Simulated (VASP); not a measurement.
# H20CO9 in VASP: single point with LDA

Aim: the single point of H20CO9 with LDA.

Everything below comes from runs of VASP 6.6.1. Logs are shortened: lines on timing, memory, paths and dates and some standing lists are left out, and cuts for length are marked.

## Step 1: The cell of the first run

The cell holds an amorphous packing of atoms, 30 atoms: a = 6.513 Å, b = 6.513 Å, c = 6.513 Å, α = 90.00°, β = 90.00°, γ = 90.00°.

## Step 2: Single point, LDA

INCAR reads:

```
SYSTEM = H20CO9
  PREC = Accurate
  ENCUT = 520
  EDIFF = 1E-6
  ISMEAR = -1
  SIGMA = 0.02
  LREAL = Auto
  LASPH = .TRUE.
  NELM = 100
  ALGO = Normal
  ISIF = 2
  LWAVE = .FALSE.
  LCHARG = .FALSE.
  NBANDS = 60
```

KPOINTS reads:

```
regular mesh
0
G
  1 1 1
  0 0 0
```

POSCAR reads:

```
H20CO9
1.0
    6.5131880000      0.0000000000      0.0000000000
    0.0000000000      6.5131880000      0.0000000000
    0.0000000000      0.0000000000      6.5131880000
O H C
9 20 1
Direct
    0.1922892156      0.0884101565      0.1549957843
    0.5919509527      0.5984117634      0.0540562659
    0.5882852650      0.5259953971      0.4550536152
    0.5365713793      0.1635805711      0.6202324016
    0.8644250202      0.8871616997      0.9525563916
    0.3320678554      0.6824344316      0.7436482415
    0.8247742676      0.2810111302      0.8554798034
    0.1587967258      0.2453869958      0.5832290001
    0.7723565894      0.8464223883      0.5677589811
    0.1015022255      0.0007086652      0.0690208114
    0.2932545184      0.1458849659      0.0599381800
    0.6837780767      0.7197235025      0.0248585800
    0.4738404213      0.6198893584     -0.0440422718
    0.5876578509      0.3761198282      0.4949026458
    0.5741946328      0.5415829176      0.3004507877
    0.3798717545      0.1741218583      0.6116944380
    0.6024826171      0.0267868284      0.5864285130
    0.8343934078      1.0388421989      0.9478036859
    0.8655986423      0.8547229828      0.8003250568
    0.3574435919      0.8282036330      0.7153157278
    0.3974213965      0.6129260192      0.6223199962
    0.6965257464      0.2483859744      0.7726082382
    0.7827434906      0.3976311415      0.9437781412
    0.1156068484      0.2083439374      0.4436613784
    0.0382182969      0.2682531159      0.6748371559
    0.8593691165      1.0545866895      0.3442438008
    0.7076498543      0.7037297254      0.5409720057
    1.0533347401      0.8704992055      0.4152811312
    0.8387600620      0.7974706299      0.2590366074
    0.8870809381      0.8930627882      0.3894199058
```

Potentials or basis: VASP PAW LDA potentials, release 64 (O, H, C).

Run with:

```bash
> cat potpaw_LDA.64/O/POTCAR potpaw_LDA.64/H/POTCAR potpaw_LDA.64/C/POTCAR > POTCAR
> mpirun -np 1 vasp_gam > vasp.out
```

OUTCAR:

```text
SYSTEM = H20CO9
   PREC = Accurate
   ENCUT = 520
   EDIFF = 1E-6
   ISMEAR = -1
   LREAL = Auto
   LASPH = .TRUE.
   NELM = 100
   ISIF = 2

 ion  position               nearest neighbor table
   1  0.192  0.088  0.155-  11 0.98  10 0.99
   2  0.592  0.598  0.054-  12 1.01  13 1.01
   3  0.588  0.526  0.455-  14 1.01  15 1.02
   4  0.537  0.164  0.620-  17 1.01  16 1.02
   5  0.864  0.887  0.953-  18 1.01  19 1.01
   6  0.332  0.682  0.744-  20 0.98  21 1.01
   7  0.825  0.281  0.855-  23 0.99  22 1.02
   8  0.159  0.245  0.583-  24 0.98  25 1.00
   9  0.772  0.846  0.568-  27 1.04  30 1.41
  10  0.102  0.001  0.069-   1 0.99
  11  0.293  0.146  0.060-   1 0.98
  12  0.684  0.720  0.025-   2 1.01
  13  0.474  0.620  0.956-   2 1.01
  14  0.588  0.376  0.495-   3 1.01
  15  0.574  0.542  0.300-   3 1.02
[... 12 lines left out ...]
  28  0.053  0.870  0.415-  30 1.11
  29  0.839  0.797  0.259-  30 1.10
  30  0.887  0.893  0.389-  29 1.10  28 1.11  26 1.11   9 1.41

  LATTYP: Found a simple cubic cell.
 ALAT       =     6.5131880000

  Lattice vectors:

 A1 = (   6.5131880000,   0.0000000000,   0.0000000000)
 A2 = (   0.0000000000,   6.5131880000,   0.0000000000)
 A3 = (   0.0000000000,   0.0000000000,   6.5131880000)

Analysis of symmetry for initial positions (statically):
=====================================================================
 Subroutine PRICEL returns:
 Original cell was already a primitive cell.

 Routine SETGRP: Setting up the symmetry group for a
 simple cubic supercell.

 Subroutine GETGRP returns: Found  1 space group operations
 (whereof  1 operations were pure point group operations)
 out of a pool of 48 trial point group operations.

The static configuration has the point symmetry C_1 .

Analysis of symmetry for dynamics (positions and initial velocities):
=====================================================================
 Subroutine PRICEL returns:
 Original cell was already a primitive cell.

 Routine SETGRP: Setting up the symmetry group for a
 simple cubic supercell.

 Subroutine GETGRP returns: Found  1 space group operations
 (whereof  1 operations were pure point group operations)
 out of a pool of 48 trial point group operations.

The dynamic configuration has the point symmetry C_1 .

 Subroutine INISYM returns: Found  1 space group operations
 (whereof  1 operations are pure point group operations),
 and found     1 'primitive' translations

----------------------------------------------------------------------------------------

                                     Primitive cell

  volume of cell :     276.3000

  direct lattice vectors                    reciprocal lattice vectors
     6.513188000  0.000000000  0.000000000     0.153534644  0.000000000  0.000000000
     0.000000000  6.513188000  0.000000000     0.000000000  0.153534644  0.000000000
     0.000000000  0.000000000  6.513188000     0.000000000  0.000000000  0.153534644

  length of vectors
     6.513188000  6.513188000  6.513188000     0.153534644  0.153534644  0.153534644

  position of ions in fractional coordinates (direct lattice)
     0.192289216  0.088410156  0.154995784
     0.591950953  0.598411763  0.054056266
     0.588285265  0.525995397  0.455053615
     0.536571379  0.163580571  0.620232402
     0.864425020  0.887161700  0.952556392
     0.332067855  0.682434432  0.743648241
[... 22 lines left out ...]
     0.838760062  0.797470630  0.259036607
     0.887080938  0.893062788  0.389419906

  ion indices of the primitive-cell ions
   primitive index   ion index
                 1           1
                 2           2
                 3           3
                 4           4
                 5           5
                 6           6
[... 22 lines left out ...]
                29          29
                30          30

----------------------------------------------------------------------------------------

 KPOINTS: regular mesh

Automatic generation of k-mesh.
 Grid dimensions read from file:
 generate k-points for:    1    1    1

 Generating k-lattice:

  Cartesian coordinates                     Fractional coordinates (reciprocal lattice)
     0.153534644  0.000000000  0.000000000     1.000000000  0.000000000  0.000000000
     0.000000000  0.153534644  0.000000000     0.000000000  1.000000000  0.000000000
     0.000000000  0.000000000  0.153534644     0.000000000  0.000000000  1.000000000

  Length of vectors
     0.153534644  0.153534644  0.153534644

  Shift w.r.t. Gamma in fractional coordinates (k-lattice)
     0.000000000  0.000000000  0.000000000

 Subroutine IBZKPT returns following result:
 ===========================================

 Found      1 irreducible k-points:

 Following reciprocal coordinates:
            Coordinates               Weight
  0.000000  0.000000  0.000000      1.000000
   k-points           NKPTS =      1   k-points in BZ     NKDIM =      1   number of bands    NBANDS=     60
   number of dos      NEDOS =    301   number of ions     NIONS =     30
   total plane-waves  NPLWV = 110592
   dimension x,y,z NGX =    48 NGY =   48 NGZ =   48
   dimension x,y,z NGXF=    96 NGYF=   96 NGZF=   96
   ions per type =               9  20   1
   NGX,Y,Z   is equivalent  to a cutoff of  12.25, 12.25, 12.25 a.u.
   NGXF,Y,Z  is equivalent  to a cutoff of  24.50, 24.50, 24.50 a.u.
 SYSTEM =  H20CO9
   PREC   = accura    normal or accurate (medium, high low for compatibility)
   ISTART =      0    job   : 0-new  1-cont  2-samecut
   ICHARG =      2    charge: 1-file 2-atom 10-const
   ISPIN  =      1    spin polarized calculation?
   LNONCOLLINEAR =      F non collinear calculations
   LSORBIT =      F    spin-orbit coupling
   LASPH  =      T    aspherical Exc in radial PAW
   ENCUT  =  520.0 eV  38.22 Ry    6.18 a.u.  12.11 12.11 12.11*2*pi/ulx,y,z
   NELM   =    100;   NELMIN=  2; NELMDL= -5     # of ELM steps
   EDIFF  = 0.1E-05   stopping-criterion for ELM
   LREAL  =      T    real-space projection
   EDIFFG = 0.1E-04   stopping-criterion for IOM
   NSW    =      0    number of steps for IOM
   IBRION =     -1    ionic relax: 0-MD 1-quasi-New 2-CG
   NFREE  =      0    steps in history (QN), initial steepest desc. (CG)
   ISIF   =      2    stress and relaxation
   ISYM   =      2    0-nonsym 1-usesym 2-fastsym
   POTIM  = 0.5000    time-step for ionic-motion
   TEBEG  =    0.0;   TEEND  =   0.0 temperature during run
   PSTRESS=    0.0 pullay stress
   NELECT =      78.0000    total number of electrons
   NUPDOWN=      -1.0000    fix difference up-down
   EMIN   =  10.00;   EMAX   =-10.00  energy-range for DOS
   EFERMI =   0.00;   METHOD = LEGACY
   ISMEAR =    -1;   SIGMA  =   0.02  broadening in eV -4-tet -1-fermi 0-gaus
   EFERMI_NEDOS =   21; number of points for ismear=-14 and -15
   IALGO  =     38    algorithm
   IMIX   =      4    mixing-type and parameters
     AMIX     =   0.40;   BMIX     =  1.00
     AMIX_MAG =   1.60;   BMIX_MAG =  1.00
  volume/ion in A,a.u.               =       9.21        62.15
  Fermi-wavevector in a.u.,A,eV,Ry     =   1.073939  2.029450 15.692197  1.153344
  Thomas-Fermi vector in A             =   2.209752
   LORBIT       =      0    0 simple, 1 ext, 2 COOP (PROOUT), +10 PAW based schemes
   GGA     = CA    functional components
   LHFCALC =     F    Hartree Fock is set to
   AEXX    =    0.0000 exact exchange contribution
   IVDW    =     0    specifies the selected vdW correction
   LEPSILON=     F    determine dielectric tensor
   LRPA    =     F    only Hartree local field effects (RPA)
 non-spin polarized calculation
  energy-cutoff  :      520.00
  volume of cell :      276.30
 maximum number of plane-waves:      3721
   NGX = 25   NGY = 25   NGZ = 25

 number of electron      78.0000014 magnetization

 Free energy of the ion-electron system (eV)
  ---------------------------------------------------
  ext. energy  EPLUGINS =         0.00000000
  ---------------------------------------------------
  free energy    TOTEN  =      -157.59691509 eV

  energy without entropy =     -157.59691509  energy(sigma->0) =     -157.59691509

 E-fermi :  -2.9845     XC(G=0):  -7.6095

 val. band max:       -3.5674409180   @ k =   0.0000   0.0000   0.0000
 cond. band min:       1.2059013970   @ k =   0.0000   0.0000   0.0000
 fundamental gap:      4.7733423150
 Fermi energy:        -2.9844813054

 k-point     1 :       0.0000    0.0000    0.0000
  band No.  band energies     occupation
      1     -22.7831      2.00000
      2     -22.0079      2.00000
      3     -21.7679      2.00000
      4     -21.6341      2.00000
      5     -21.4142      2.00000
      6     -21.2915      2.00000
[... 43 lines left out ...]
     50       6.6778      0.00000
     51       7.0422      0.00000
 [bands above 51 left out]

------------------------ aborting loop because EDIFF is reached ----------------------------------------

  FORCE on cell =-STRESS in cart. coord.  units (eV):
  Direction    XX          YY          ZZ          XY          YZ          ZX
  --------------------------------------------------------------------------------------
  -------------------------------------------------------------------------------------
  Total       -2.0021265     -1.2352188     -1.3525017      0.9238049      0.3084951      0.9533904
  in kB      -11.6097069     -7.1626484     -7.8427353      5.3568562      1.7888666      5.5284135
  external PRESSURE =      -8.8716968 kB  Pullay stress =       0.0000000 kB

 VOLUME and BASIS-vectors are now :
 -----------------------------------------------------------------------------
  energy-cutoff  :      520.00
  volume of cell :      276.30
      direct lattice vectors                 reciprocal lattice vectors
     6.513188000  0.000000000  0.000000000     0.153534644  0.000000000  0.000000000
     0.000000000  6.513188000  0.000000000     0.000000000  0.153534644  0.000000000
     0.000000000  0.000000000  6.513188000     0.000000000  0.000000000  0.153534644

 POSITION                                       TOTAL-FORCE (eV/Angst)
 -----------------------------------------------------------------------------------
      1.25242      0.57583      1.00952         0.138223      0.011749     -0.045355
      3.85549      3.89757      0.35208         0.062086     -0.138373      0.061429
      3.83161      3.42591      2.96385        -0.130974     -0.000157     -0.157571
      3.49479      1.06543      4.03969         0.095968      0.006814     -0.048973
      5.63016      5.77825      6.20418         0.057974     -0.021999      0.075309
      2.16282      4.44482      4.84352         0.219598      0.154294     -0.102229
[... 22 lines left out ...]
      5.46300      5.19408      1.68715         0.023334     -0.022728     -0.004279
      5.77772      5.81669      2.53637         0.173223      0.092337     -0.010176
 -----------------------------------------------------------------------------------
    total drift:                               -0.014722     -0.012125     -0.021741

  FREE ENERGIE OF THE ION-ELECTRON SYSTEM (eV)
  ---------------------------------------------------
  free  energy   TOTEN  =      -157.5969150861 eV

  energy  without entropy=     -157.5969150861  energy(sigma->0) =     -157.59691509
```

Run time: 34 s. Hardware: 1 thread of Intel Xeon 6975P-C, shared host; peak memory 0.24 GiB.

What came out:

```
Free energy            : -157.5969 eV
Pressure               : -0.9 GPa
Largest force          : 0.287 eV/Å
Band gap on the k mesh : 4.77 eV
```

Forces on the atoms (eV/Å):
```
O    0.138  0.012 -0.045
O    0.062 -0.138  0.061
O   -0.131  0.000 -0.158
O    0.096  0.007 -0.049
O    0.058 -0.022  0.075
O    0.220  0.154 -0.102
O    0.118 -0.110 -0.031
O    0.086 -0.040  0.048
O    0.012 -0.020  0.159
H   -0.118 -0.100  0.043
H   -0.069  0.053  0.121
H    0.246  0.133 -0.007
H    0.019 -0.038 -0.121
H   -0.017 -0.028  0.093
H    0.027  0.110 -0.110
H   -0.170  0.084 -0.004
H   -0.018 -0.074 -0.001
H   -0.045  0.187  0.051
H   -0.093 -0.064 -0.171
H   -0.150 -0.036  0.192
H    0.006 -0.119  0.031
H   -0.044 -0.012 -0.057
H   -0.149  0.150  0.025
H    0.020 -0.055 -0.198
H   -0.074  0.039  0.124
H   -0.019 -0.013  0.029
H   -0.127 -0.141 -0.008
H   -0.082  0.012  0.026
H    0.023 -0.023 -0.004
C    0.173  0.092 -0.010
```

Caveat: the k points lie up to 0.96 Å⁻¹ apart.
